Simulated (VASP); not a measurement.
# CaO (eos) (Fm-3m) in VASP: notebook, part 2 of 2

VASP 6.6.1. The steps go on from the part before.

### 4 Relaxation of cell and atoms, LDA

This run uses another cell than the first one, of 13.07 Å³/atom, 0.946 times its volume.

The input, INCAR:

```
ALGO = Normal
EDIFF = 1E-7
EDIFFG = -0.002
ENCUT = 600
GGA = CA
GGA_COMPAT = F
IBRION = 2
ISIF = 3
ISMEAR = 0
LASPH = T
LCHARG = F
LREAL = F
LWAVE = F
NELM = 120
NELMIN = 4
NSW = 100
PREC = Accurate
SIGMA = 0.02
```

The input, KPOINTS:

```
k-points
0
Gamma
  8 8 8
```

The input, POSCAR:

```
CaO
1.0
    0.0000000000      2.3557358111      2.3557358111
    2.3557358111      0.0000000000      2.3557358111
    2.3557358111      2.3557358111      0.0000000000
Ca O
1 1
Direct
    0.0000000000      0.0000000000      0.0000000000
    0.5000000000      0.5000000000      0.5000000000
```

Potentials or basis: VASP PAW LDA potentials, release 64 (Ca_sv, O).

The run is started by

```bash
cat potpaw_LDA.64/Ca_sv/POTCAR potpaw_LDA.64/O/POTCAR > POTCAR
mpirun -np 1 vasp_std > vasp.out
```

OUTCAR:

```text
EDIFF = 1E-7
   EDIFFG = -0.002
   ENCUT = 600
   GGA = CA
   IBRION = 2
   ISIF = 3
   ISMEAR = 0
   LASPH = T
   LREAL = F
   NELM = 120
   NELMIN = 4
   NSW = 100
   PREC = Accurate

 ion  position               nearest neighbor table
   1  0.000  0.000  0.000-   2 2.36   2 2.36   2 2.36   2 2.36   2 2.36   2 2.36
   2  0.500  0.500  0.500-   1 2.36   1 2.36   1 2.36   1 2.36   1 2.36   1 2.36

  LATTYP: Found a face centered cubic cell.
 ALAT       =     4.7114716222

  Lattice vectors:

 A1 = (   0.0000000000,   2.3557358111,   2.3557358111)
 A2 = (   2.3557358111,   0.0000000000,   2.3557358111)
 A3 = (   2.3557358111,   2.3557358111,   0.0000000000)

Analysis of symmetry for initial positions (statically):
=====================================================================
 Subroutine PRICEL returns:
 Original cell was already a primitive cell.

 Routine SETGRP: Setting up the symmetry group for a
 face centered cubic supercell.

 Subroutine GETGRP returns: Found 48 space group operations
[... 9 lines left out ...]

 Routine SETGRP: Setting up the symmetry group for a
 face centered cubic supercell.

 Subroutine GETGRP returns: Found 48 space group operations
[... 11 lines left out ...]
                                     Primitive cell

  volume of cell :      26.1463

  direct lattice vectors                    reciprocal lattice vectors
     0.000000000  2.355735811  2.355735811    -0.212247909  0.212247909  0.212247909
     2.355735811  0.000000000  2.355735811     0.212247909 -0.212247909  0.212247909
     2.355735811  2.355735811  0.000000000     0.212247909  0.212247909 -0.212247909

  length of vectors
     3.331513533  3.331513533  3.331513533     0.367624162  0.367624162  0.367624162

  position of ions in fractional coordinates (direct lattice)
     0.000000000  0.000000000  0.000000000
     0.500000000  0.500000000  0.500000000

  ion indices of the primitive-cell ions
   primitive index   ion index
                 1           1
                 2           2

----------------------------------------------------------------------------------------

 KPOINTS: k-points

Automatic generation of k-mesh.
 Grid dimensions read from file:
 generate k-points for:    8    8    8

 Generating k-lattice:

  Cartesian coordinates                     Fractional coordinates (reciprocal lattice)
    -0.026530989  0.026530989  0.026530989     0.125000000  0.000000000  0.000000000
     0.026530989 -0.026530989  0.026530989     0.000000000  0.125000000  0.000000000
     0.026530989  0.026530989 -0.026530989     0.000000000  0.000000000  0.125000000

  Length of vectors
     0.045953020  0.045953020  0.045953020

  Shift w.r.t. Gamma in fractional coordinates (k-lattice)
     0.000000000  0.000000000  0.000000000

 Subroutine IBZKPT returns following result:
 ===========================================

 Found     29 irreducible k-points:

 Following reciprocal coordinates:
            Coordinates               Weight
  0.000000  0.000000  0.000000      1.000000
  0.125000  0.000000  0.000000      8.000000
  0.250000  0.000000  0.000000      8.000000
  0.375000  0.000000  0.000000      8.000000
  0.500000  0.000000  0.000000      4.000000
  0.125000  0.125000  0.000000      6.000000
[... 16 lines left out ...]
  0.500000  0.250000  0.125000     48.000000
 -0.375000  0.250000  0.125000     24.000000
 [... further k-points ...]
   k-points           NKPTS =     29   k-points in BZ     NKDIM =     29   number of bands    NBANDS=     12
   number of dos      NEDOS =    301   number of ions     NIONS =      2
   total plane-waves  NPLWV =  21952
   dimension x,y,z NGX =    28 NGY =   28 NGZ =   28
   dimension x,y,z NGXF=    56 NGYF=   56 NGZF=   56
   ions per type =               1   1
   NGX,Y,Z   is equivalent  to a cutoff of  13.97, 13.97, 13.97 a.u.
   NGXF,Y,Z  is equivalent  to a cutoff of  27.94, 27.94, 27.94 a.u.
 SYSTEM =  unknown system
   PREC   = accura    normal or accurate (medium, high low for compatibility)
   ISTART =      0    job   : 0-new  1-cont  2-samecut
   ICHARG =      2    charge: 1-file 2-atom 10-const
   ISPIN  =      1    spin polarized calculation?
   LNONCOLLINEAR =      F non collinear calculations
   LSORBIT =      F    spin-orbit coupling
   LASPH  =      T    aspherical Exc in radial PAW
   ENCUT  =  600.0 eV  44.10 Ry    6.64 a.u.   6.65  6.65  6.65*2*pi/ulx,y,z
   NELM   =    120;   NELMIN=  4; NELMDL= -5     # of ELM steps
   EDIFF  = 0.1E-06   stopping-criterion for ELM
   LREAL  =      F    real-space projection
   EDIFFG = -.2E-02   stopping-criterion for IOM
   NSW    =    100    number of steps for IOM
   IBRION =      2    ionic relax: 0-MD 1-quasi-New 2-CG
   NFREE  =      1    steps in history (QN), initial steepest desc. (CG)
   ISIF   =      3    stress and relaxation
   ISYM   =      2    0-nonsym 1-usesym 2-fastsym
   POTIM  = 0.5000    time-step for ionic-motion
   TEBEG  =    0.0;   TEEND  =   0.0 temperature during run
   PSTRESS=    0.0 pullay stress
   NELECT =      16.0000    total number of electrons
   NUPDOWN=      -1.0000    fix difference up-down
   EMIN   =  10.00;   EMAX   =-10.00  energy-range for DOS
   EFERMI =   0.00;   METHOD = LEGACY
   ISMEAR =     0;   SIGMA  =   0.02  broadening in eV -4-tet -1-fermi 0-gaus
   EFERMI_NEDOS =   21; number of points for ismear=-14 and -15
   IALGO  =     38    algorithm
   IMIX   =      4    mixing-type and parameters
     AMIX     =   0.40;   BMIX     =  1.00
     AMIX_MAG =   1.60;   BMIX_MAG =  1.00
  volume/ion in A,a.u.               =      13.07        88.22
  Fermi-wavevector in a.u.,A,eV,Ry     =   1.389883  2.626498 26.283391  1.931775
  Thomas-Fermi vector in A             =   2.513871
   LORBIT       =      0    0 simple, 1 ext, 2 COOP (PROOUT), +10 PAW based schemes
   GGA     = CA    functional components
   LHFCALC =     F    Hartree Fock is set to
   AEXX    =    0.0000 exact exchange contribution
   IVDW    =     0    specifies the selected vdW correction
   LEPSILON=     F    determine dielectric tensor
   LRPA    =     F    only Hartree local field effects (RPA)
 conjugate gradient relaxation of ions
 non-spin polarized calculation
 Gauss-broadening in eV      SIGMA  =   0.02
  energy-cutoff  :      600.00
  volume of cell :       26.15
 maximum number of plane-waves:       893
   NGX = 13   NGY = 13   NGZ = 13

--------------------------------------- Ionic step        1  -------------------------------------------

 number of electron      15.9999999 magnetization

 Free energy of the ion-electron system (eV)
  ---------------------------------------------------
  ext. energy  EPLUGINS =         0.00000000
  ---------------------------------------------------
  free energy    TOTEN  =       -14.22341255 eV

  energy without entropy =      -14.22341255  energy(sigma->0) =      -14.22341255

------------------------ aborting loop because EDIFF is reached ----------------------------------------

  FORCE on cell =-STRESS in cart. coord.  units (eV):
  Direction    XX          YY          ZZ          XY          YZ          ZX
  --------------------------------------------------------------------------------------
  -------------------------------------------------------------------------------------
  Total        0.0878846      0.0878846      0.0878846      0.0000000      0.0000000      0.0000000
  in kB        5.3853481      5.3853481      5.3853481      0.0000000      0.0000000      0.0000000
  external PRESSURE =       5.3853481 kB  Pullay stress =       0.0000000 kB
[... 57 lines left out ...]
  energy  without entropy=      -14.2235397320  energy(sigma->0) =      -14.22353973

--------------------------------------- Ionic step        3  -------------------------------------------

 number of electron      15.9999998 magnetization

 Free energy of the ion-electron system (eV)
  ---------------------------------------------------
  ext. energy  EPLUGINS =         0.00000000
  ---------------------------------------------------
  free energy    TOTEN  =       -14.22359199 eV

  energy without entropy =      -14.22359199  energy(sigma->0) =      -14.22359199

 E-fermi :   2.4751     XC(G=0): -11.3056

 val. band max:        2.3452786133   @ k =   0.0000   0.0000   0.0000
 cond. band min:       5.7705034966   @ k =   0.5000   0.5000   0.0000
 fundamental gap:      3.4252248833
 Fermi energy:         2.4750700495

 k-point     1 :       0.0000    0.0000    0.0000
  band No.  band energies     occupation
      1     -34.5009      2.00000
      2     -15.5000      2.00000
      3     -15.5000      2.00000
      4     -15.5000      2.00000
      5     -12.9724      2.00000
      6       2.3453      2.00000
      7       2.3453      2.00000
      8       2.3453      2.00000
      9       7.3734      0.00000
     10       8.5806      0.00000
     11       8.5806      0.00000
     12       8.5806      0.00000
[... 331 lines left out ...]
 k-point    24 :      -0.3750    0.2500    0.1250
  band No.  band energies     occupation
      1     -34.3359      2.00000
      2     -16.6577      2.00000
      3     -15.8064      2.00000
      4     -15.6595      2.00000
      5     -11.8252      2.00000
      6       0.1536      2.00000
      7       1.1413      2.00000
      8       1.1857      2.00000
      9       9.2017      0.00000
     10       9.2717      0.00000
     11      11.3918      0.00000
     12      11.6858      0.00000

 [... further k-points ...]

------------------------ aborting loop because EDIFF is reached ----------------------------------------

  FORCE on cell =-STRESS in cart. coord.  units (eV):
  Direction    XX          YY          ZZ          XY          YZ          ZX
  --------------------------------------------------------------------------------------
  -------------------------------------------------------------------------------------
  Total        0.0000719      0.0000719      0.0000719      0.0000000      0.0000000      0.0000000
  in kB        0.0043898      0.0043898      0.0043898      0.0000000      0.0000000      0.0000000
  external PRESSURE =       0.0043898 kB  Pullay stress =       0.0000000 kB
[... 17 lines left out ...]
  FREE ENERGIE OF THE ION-ELECTRON SYSTEM (eV)
  ---------------------------------------------------
  free  energy   TOTEN  =       -14.2235919896 eV

  energy  without entropy=      -14.2235919896  energy(sigma->0) =      -14.22359199

 reached required accuracy - stopping structural energy minimisation
```

OSZICAR:

```text
N       E                     dE             d eps       ncg     rms          rms(c)
DAV:   1     0.143796739668E+03    0.14380E+03   -0.97269E+03   696   0.156E+03
DAV:   2    -0.892588513212E+01   -0.15272E+03   -0.14423E+03   824   0.361E+02
DAV:   3    -0.157406922586E+02   -0.68148E+01   -0.67645E+01   892   0.799E+01
[... 26 lines left out ...]
DAV:   4    -0.142235872373E+02    0.94256E-05   -0.81901E-05  1080   0.846E-02    0.795E-03
DAV:   5    -0.142235877773E+02   -0.53998E-06   -0.74137E-07   868   0.103E-02    0.730E-03
DAV:   6    -0.142235917286E+02   -0.39513E-05   -0.49689E-06  1112   0.139E-02    0.299E-03
DAV:   7    -0.142235920040E+02   -0.27548E-06   -0.42078E-07  1052   0.606E-03    0.612E-04
DAV:   8    -0.142235919896E+02    0.14480E-07   -0.11156E-08   376   0.106E-03
   3 F= -.14223592E+02 E0= -.14223592E+02  d E =-.179435E-03
```

It took 41 s on 1 thread of Intel Xeon 8259CL, shared host; peak memory 0.15 GiB.

Results:

| Property | Result |
| --- | --- |
| Free energy | -14.2236 eV |
| Relaxed volume | 13.13 Å³/atom |
| Relaxed cell | a = 3.336 Å, b = 3.336 Å, c = 3.336 Å, α = 60.00°, β = 60.00°, γ = 60.00° |
| Space group after relaxing (to 0.05 Å) | Fm-3m (No. 225) |
| Energy gained by relaxing | 0.1 meV/atom |
| Ionic steps | 3 |
| Pressure after relaxing | 0.0 GPa |
| Band gap on the k mesh | 3.43 eV, indirect (least direct gap 3.79 eV) |

Step by step:
```tsv
step	energy change (eV)	largest force (eV/Å)	pressure (GPa)	volume (Å³)
1	0.0000	0.0000	0.54	26.15
2	-0.0001	0.0000	-0.29	26.31
3	-0.0002	0.0000	0.00	26.25
```

Final structure:
```
Ca O
1.0
     0.00000    2.35897    2.35897
     2.35897    0.00000    2.35897
     2.35897    2.35897    0.00000
Ca O
1 1
Direct
  0.00000 0.00000 0.00000
  0.50000 0.50000 0.50000
```

Levels at points of the mesh, in eV from the valence-band top:
| k point | band 4 | band 5 | band 6 | band 7 | band 8 | band 9 | band 10 | band 11 | band 12 |
| --- | --- | --- | --- | --- | --- | --- | --- | --- | --- |
| (0.00, 0.00, 0.00) | -17.85 | -15.32 | 0.00 | 0.00 | 0.00 | 5.03 | 6.24 | 6.24 | 6.24 |
| (0.50, 0.00, 0.00) | -17.91 | -13.81 | -2.85 | -1.35 | -1.35 | 7.21 | 8.61 | 8.61 | 8.74 |
| (0.50, 0.50, 0.00) | -18.14 | -15.07 | -1.27 | -0.36 | -0.36 | 3.43 | 8.44 | 9.19 | 9.92 |

A k mesh can miss the band edges. As with any semilocal functional, this LDA gap is likely too small.

### 5 Overview

| task | cell | gap on the mesh (eV) | pressure (GPa) |
| --- | --- | --- | --- |
| single point | a = 3.394 Å, angles 60.0°, 2 atoms | 3.46 | -5.9 |
| single point | a = 3.426 Å, angles 60.0°, 2 atoms | 3.47 | -8.6 |
| relaxation of cell and atoms | relaxed from a = 3.332 Å, angles 60.0°, 2 atoms | 3.43 | 0.0 |

Alike in all rows: level LDA; potentials or basis VASP PAW LDA potentials, release 64 (Ca_sv, O); no spin polarisation; k mesh 8 × 8 × 8; cutoff (eV) 600; smearing gaussian 0.02 eV.

Total energies depend on the potentials used, so only differences within one code and one set of settings carry meaning.
